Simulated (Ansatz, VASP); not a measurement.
## SiGe2: VASP beside Ansatz

```xyz
3
Lattice="0.0000 3.1100 3.1100 3.1100 0.0000 3.1100 3.1100 3.1100 0.0000" Properties=species:S:1:pos:R:3 pbc="T T T"
Si    0.0000    0.0000    0.0000
Ge    1.5550    1.5550    1.5550
Ge    4.6650    4.6650    4.6650
```

Alike in both runs: functional PBE; k mesh 14 × 14 × 14; occupations gaussian, width 0.1 eV; no spin polarisation.

Ansatz relaxed the structure, and its values are those at the end. VASP's run is a single point on that final structure, the one shown.

```csv
,VASP,Ansatz
version,VASP 6.6.1,Ansatz 0.2.0
potentials or method,"VASP PAW PBE potentials, release 64 (Si, Ge_d), cutoff 520 eV","scalar-relativistic, plane waves, PAW"
valence electrons in the cell,32,32
```

Ansatz gave:

```
gap on the k mesh at the Fermi level (eV) : none
pressure (GPa)                            : 0.0
```

Question: Which values does VASP return?

Answer: gap on the k mesh at the Fermi level (eV): none; pressure (GPa): -0.1.

A gap of «none» marks a metal or a gap that the smearing closes.
